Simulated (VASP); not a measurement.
# Al3N (Aem2) in VASP: notebook

The runs below take Al3N through relaxation of cell and atoms, single point, with PBE.

Program: VASP 6.6.1. These are calculated values, not measurements. Logs are shortened: lines on timing, memory, paths and dates and some standing lists are left out, and cuts for length are marked.

### 1 The cell of the first run

It takes space group Aem2 (No. 39, orthorhombic). The conventional cell has a = 4.251 Å, b = 8.312 Å, c = 7.190 Å, α = 90.00°, β = 90.00°, γ = 90.00°. Al (site symmetry 1) has 2 Al at 1.63 to 1.75 Å and 1 N at 2.23 Å within 2.3 Å. Within 2.2 Å of Al (site symmetry m) lie 2 Al at 1.63 Å. Within 2.9 Å of N (site symmetry m) lie 4 Al at 2.23 to 2.29 Å.

The cell was generated, and may not be a known phase.

### 2 Relaxation of cell and atoms, PBE

Input file INCAR:

```
PREC = Accurate
ENCUT = 600
EDIFF = 1E-6
ISMEAR = 0
SIGMA = 0.1
LREAL = False
LASPH = True
NELM = 60
ALGO = Normal
ISIF = 3
LWAVE = False
LCHARG = False
GGA = PE
IBRION = 2
NSW = 90
EDIFFG = -0.04
```

Input file KPOINTS:

```
regular mesh
0
Gamma
  4 4 4
```

Input file POSCAR:

```
Al3N
1.0
    4.2510106924      0.0000000000      0.0000000000
    0.0000000000      4.1560519232      3.5952126237
    0.0000000000     -4.1560519232      3.5952126237
Al N
6 2
Direct
    0.8531619403      0.1177451717      0.9709071120
    0.8531619403      0.4709071120      0.6177451717
    0.1468380597      0.6177451717      0.4709071120
    0.1468380597      0.9709071120      0.1177451717
    0.0000000000      0.2500000000      0.7500000000
    0.0000000000      0.7500000000      0.2500000000
    0.6666666667      0.5000000000      0.0000000000
    0.3333333333      0.0000000000      0.5000000000
```

Potentials or basis: VASP PAW PBE potentials, release 64 (Al, N).

On the command line:

```sh
> cat potpaw_PBE.64/Al/POTCAR potpaw_PBE.64/N/POTCAR > POTCAR
> mpirun -np 1 vasp_std > vasp.out
```

OUTCAR:

```text
PREC = Accurate
   ENCUT = 600
   EDIFF = 1E-6
   ISMEAR = 0
   LREAL = False
   LASPH = True
   NELM = 60
   ISIF = 3
   GGA = PE
   IBRION = 2
   NSW = 90
   EDIFFG = -0.04

 ion  position               nearest neighbor table
   1  0.853  0.118  0.971-   5 1.63   4 1.75   7 2.23   6 2.78   2 2.94   4 3.24
   2  0.853  0.471  0.618-   5 1.63   3 1.75   7 2.23   6 2.78   1 2.94   3 3.24
   3  0.147  0.618  0.471-   6 1.63   2 1.75   8 2.23   5 2.78   4 2.94   2 3.24
   4  0.147  0.971  0.118-   6 1.63   1 1.75   8 2.23   5 2.78   3 2.94   1 3.24
   5  0.000  0.250  0.750-   1 1.63   2 1.63   7 2.29   8 2.29   3 2.78   4 2.78
   6  0.000  0.750  0.250-   3 1.63   4 1.63   7 2.29   8 2.29   1 2.78   2 2.78
   7  0.667  0.500  0.000-   1 2.23   2 2.23   5 2.29   6 2.29
   8  0.333  0.000  0.500-   3 2.23   4 2.23   5 2.29   6 2.29

 -----------------------------------------------------------------------------
|                                                                             |
|           W    W    AA    RRRRR   N    N  II  N    N   GGGG   !!!           |
|           W    W   A  A   R    R  NN   N  II  NN   N  G    G  !!!           |
|           W    W  A    A  R    R  N N  N  II  N N  N  G       !!!           |
|           W WW W  AAAAAA  RRRRR   N  N N  II  N  N N  G  GGG   !            |
|           WW  WW  A    A  R   R   N   NN  II  N   NN  G    G                |
|           W    W  A    A  R    R  N    N  II  N    N   GGGG   !!!           |
|                                                                             |
|     The distance between some ions is very small. Please check the          |
|     nearest-neighbor list in the OUTCAR file.                               |
|     I HOPE YOU KNOW WHAT YOU ARE DOING!                                     |
|                                                                             |
 -----------------------------------------------------------------------------

  LATTYP: Found a base centered orthorhombic cell.
 ALAT       =     7.1904252474
 B/A-ratio  =     1.1559961421
 C/A-ratio  =     0.5912043511

  Lattice vectors:

 A1 = (   0.0000000000,   4.1560519232,   3.5952126237)
 A2 = (   0.0000000000,  -4.1560519232,   3.5952126237)
 A3 = (   4.2510106924,   0.0000000000,   0.0000000000)

Analysis of symmetry for initial positions (statically):
=====================================================================
 Subroutine PRICEL returns:
 Original cell was already a primitive cell.

 Routine SETGRP: Setting up the symmetry group for a
 base centered orthorhombic supercell.

 Subroutine GETGRP returns: Found  4 space group operations
 (whereof  2 operations were pure point group operations)
 out of a pool of  8 trial point group operations.

The static configuration has the point symmetry C_2 .
 The point group associated with its full space group is C_2v.

Analysis of symmetry for dynamics (positions and initial velocities):
=====================================================================
 Subroutine PRICEL returns:
 Original cell was already a primitive cell.

 Routine SETGRP: Setting up the symmetry group for a
 base centered orthorhombic supercell.

 Subroutine GETGRP returns: Found  4 space group operations
 (whereof  2 operations were pure point group operations)
 out of a pool of  8 trial point group operations.

The dynamic configuration has the point symmetry C_2 .
 The point group associated with its full space group is C_2v.

 Subroutine INISYM returns: Found  4 space group operations
 (whereof  2 operations are pure point group operations),
 and found     1 'primitive' translations

----------------------------------------------------------------------------------------

                                     Primitive cell

  volume of cell :     127.0363

  direct lattice vectors                    reciprocal lattice vectors
     4.251010692  0.000000000  0.000000000     0.235238176  0.000000000  0.000000000
     0.000000000  4.156051923  3.595212624     0.000000000  0.120306485  0.139073833
     0.000000000 -4.156051923  3.595212624     0.000000000 -0.120306485  0.139073833

  length of vectors
     4.251010692  5.495299937  5.495299937     0.235238176  0.183889047  0.183889047

  position of ions in fractional coordinates (direct lattice)
     0.853161940  0.117745172  0.970907112
     0.853161940  0.470907112  0.617745172
     0.146838060  0.617745172  0.470907112
     0.146838060  0.970907112  0.117745172
     0.000000000  0.250000000  0.750000000
     0.000000000  0.750000000  0.250000000
     0.666666667  0.500000000  0.000000000
     0.333333333  0.000000000  0.500000000

  ion indices of the primitive-cell ions
   primitive index   ion index
                 1           1
                 2           2
                 3           3
                 4           4
                 5           5
                 6           6
                 7           7
                 8           8

----------------------------------------------------------------------------------------

 KPOINTS: regular mesh

Automatic generation of k-mesh.
 Grid dimensions read from file:
 generate k-points for:    4    4    4

 Generating k-lattice:

  Cartesian coordinates                     Fractional coordinates (reciprocal lattice)
     0.058809544  0.000000000  0.000000000     0.250000000  0.000000000  0.000000000
     0.000000000  0.030076621  0.034768458     0.000000000  0.250000000  0.000000000
     0.000000000 -0.030076621  0.034768458     0.000000000  0.000000000  0.250000000

  Length of vectors
     0.058809544  0.045972262  0.045972262

  Shift w.r.t. Gamma in fractional coordinates (k-lattice)
     0.000000000  0.000000000  0.000000000

 Subroutine IBZKPT returns following result:
 ===========================================

 Found     21 irreducible k-points:

 Following reciprocal coordinates:
            Coordinates               Weight
  0.000000  0.000000  0.000000      1.000000
  0.250000  0.000000  0.000000      2.000000
  0.500000  0.000000  0.000000      1.000000
  0.000000  0.250000 -0.000000      4.000000
  0.250000  0.250000 -0.000000      8.000000
  0.500000  0.250000 -0.000000      4.000000
[... 13 lines left out ...]
  0.250000  0.500000  0.500000      2.000000
  0.500000  0.500000  0.500000      1.000000
   k-points           NKPTS =     21   k-points in BZ     NKDIM =     21   number of bands    NBANDS=     19
   number of dos      NEDOS =    301   number of ions     NIONS =      8
   total plane-waves  NPLWV =  82944
   dimension x,y,z NGX =    36 NGY =   48 NGZ =   48
   dimension x,y,z NGXF=    72 NGYF=   96 NGZF=   96
   ions per type =               6   2
   NGX,Y,Z   is equivalent  to a cutoff of  14.08, 14.52, 14.52 a.u.
   NGXF,Y,Z  is equivalent  to a cutoff of  28.16, 29.04, 29.04 a.u.
 SYSTEM =  unknown system
   PREC   = accura    normal or accurate (medium, high low for compatibility)
   ISTART =      0    job   : 0-new  1-cont  2-samecut
   ICHARG =      2    charge: 1-file 2-atom 10-const
   ISPIN  =      1    spin polarized calculation?
   LNONCOLLINEAR =      F non collinear calculations
   LSORBIT =      F    spin-orbit coupling
   LASPH  =      T    aspherical Exc in radial PAW
   ENCUT  =  600.0 eV  44.10 Ry    6.64 a.u.   8.49 10.98 10.98*2*pi/ulx,y,z
   NELM   =     60;   NELMIN=  2; NELMDL= -5     # of ELM steps
   EDIFF  = 0.1E-05   stopping-criterion for ELM
   LREAL  =      F    real-space projection
   EDIFFG = -.4E-01   stopping-criterion for IOM
   NSW    =     90    number of steps for IOM
   IBRION =      2    ionic relax: 0-MD 1-quasi-New 2-CG
   NFREE  =      1    steps in history (QN), initial steepest desc. (CG)
   ISIF   =      3    stress and relaxation
   ISYM   =      2    0-nonsym 1-usesym 2-fastsym
   POTIM  = 0.5000    time-step for ionic-motion
   TEBEG  =    0.0;   TEEND  =   0.0 temperature during run
   PSTRESS=    0.0 pullay stress
   NELECT =      28.0000    total number of electrons
   NUPDOWN=      -1.0000    fix difference up-down
   EMIN   =  10.00;   EMAX   =-10.00  energy-range for DOS
   EFERMI =   0.00;   METHOD = LEGACY
   ISMEAR =     0;   SIGMA  =   0.10  broadening in eV -4-tet -1-fermi 0-gaus
   EFERMI_NEDOS =   21; number of points for ismear=-14 and -15
   IALGO  =     38    algorithm
   IMIX   =      4    mixing-type and parameters
     AMIX     =   0.40;   BMIX     =  1.00
     AMIX_MAG =   1.60;   BMIX_MAG =  1.00
  volume/ion in A,a.u.               =      15.88       107.16
  Fermi-wavevector in a.u.,A,eV,Ry     =   0.988898  1.868747 13.305405  0.977920
  Thomas-Fermi vector in A             =   2.120458
   LORBIT       =      0    0 simple, 1 ext, 2 COOP (PROOUT), +10 PAW based schemes
   GGA     = PE    functional components
   LHFCALC =     F    Hartree Fock is set to
   AEXX    =    0.0000 exact exchange contribution
   IVDW    =     0    specifies the selected vdW correction
   LEPSILON=     F    determine dielectric tensor
   LRPA    =     F    only Hartree local field effects (RPA)
 conjugate gradient relaxation of ions
 non-spin polarized calculation
 Gauss-broadening in eV      SIGMA  =   0.10
  energy-cutoff  :      600.00
  volume of cell :      127.04
 maximum number of plane-waves:      4270
 NGX is ok and might be reduce to    36
   NGX = 17   NGY = 21   NGZ = 21

--------------------------------------- Ionic step        1  -------------------------------------------

 number of electron      28.0000000 magnetization

 Free energy of the ion-electron system (eV)
  ---------------------------------------------------
  ext. energy  EPLUGINS =         0.00000000
  ---------------------------------------------------
  free energy    TOTEN  =         6.69737324 eV

  energy without entropy =        6.72711546  energy(sigma->0) =        6.71224435

------------------------ aborting loop because EDIFF is reached ----------------------------------------

  FORCE on cell =-STRESS in cart. coord.  units (eV):
  Direction    XX          YY          ZZ          XY          YZ          ZX
  --------------------------------------------------------------------------------------
  -------------------------------------------------------------------------------------
  Total       48.7060450    146.8429036     -8.7384220      0.0000000      0.0000000      0.0000000
  in kB      614.2790586   1851.9779347   -110.2086953      0.0000000      0.0000000      0.0000000
  external PRESSURE =     785.3494327 kB  Pullay stress =       0.0000000 kB
[... 1505 lines left out ...]
      6       0.8857      2.00000
[... 11 lines left out ...]
     18       9.8205      0.00000
     19       9.9888      0.00000

[... ionic steps 4 to 44 ...]

--------------------------------------- Ionic step       45  -------------------------------------------

 number of electron      28.0000003 magnetization

------------------------ aborting loop because EDIFF is reached ----------------------------------------
[... 79 lines left out ...]
--------------------------------------- Ionic step       47  -------------------------------------------

 number of electron      28.0000003 magnetization

 Free energy of the ion-electron system (eV)
  ---------------------------------------------------
  ext. energy  EPLUGINS =         0.00000000
  ---------------------------------------------------
  free energy    TOTEN  =       -41.15506886 eV

  energy without entropy =      -41.14871218  energy(sigma->0) =      -41.15189052

 E-fermi :   7.3236     XC(G=0): -10.1288

 val. band max:        7.2508282880   @ k =   0.2500  -0.2500   0.2500
 cond. band min:       7.3327592174   @ k =   0.5000   0.5000   0.5000
 fundamental gap:      0.0819309294
 Fermi energy:         7.3236099868
[... 495 lines left out ...]
  FREE ENERGIE OF THE ION-ELECTRON SYSTEM (eV)
  ---------------------------------------------------
  free  energy   TOTEN  =       -41.1550688561 eV

  energy  without entropy=      -41.1487121763  energy(sigma->0) =      -41.15189052

 reached required accuracy - stopping structural energy minimisation
```

It took 17 min on 1 thread of Intel Xeon 6975P-C (Granite Rapids), shared host; peak memory 0.31 GiB.

Results:

```
Free energy                           : -41.1551 eV
Relaxed volume                        : 14.77 Å³/atom
Relaxed cell                          : a = 5.039 Å, b = 5.205 Å, c = 5.205 Å, α = 120.03°, β = 90.00°, γ = 90.00°
Space group after relaxing (to 0.1 Å) : Aem2 (No. 39)
Pressure after relaxing               : -0.1 GPa
Largest force after relaxing          : 0.026 eV/Å
Band gap on the k mesh                : zero (bands 14 and 15 overlap by 1.21 eV)
```

Forces on the atoms (eV/Å):
```
Al   0.001  0.024 -0.006
Al   0.001 -0.024 -0.006
Al  -0.001  0.024 -0.006
Al  -0.001 -0.024 -0.006
Al   0.004  0.000 -0.008
Al  -0.004  0.000 -0.008
N   -0.018  0.000  0.019
N    0.018  0.000  0.019
```

Final structure:
```
Al N
1.0
     5.03922    0.00000    0.00000
     0.00000    4.50789    2.60123
     0.00000   -4.50789    2.60123
Al N
6 2
Cartesian
  3.6924 -3.9160 2.9358
  3.6924 -0.5919 2.9358
  1.3468 0.5919 2.9358
  1.3468 3.9160 2.9358
  1.0702 -2.2539 2.7879
  3.9690 2.2539 2.7879
  4.3375 -2.2539 3.5072
  0.7017 2.2539 3.5072
```

Caveat: the k points lie up to 0.35 Å⁻¹ apart in the final cell, too coarse for converged energies and pressures of a metal; a cell axis changed by over 15 % at a fixed basis, so the end point is rough.

(Continued in part 2 of 3.)

The gap in the log of VASP goes by the Fermi energy; the results here count the filled bands.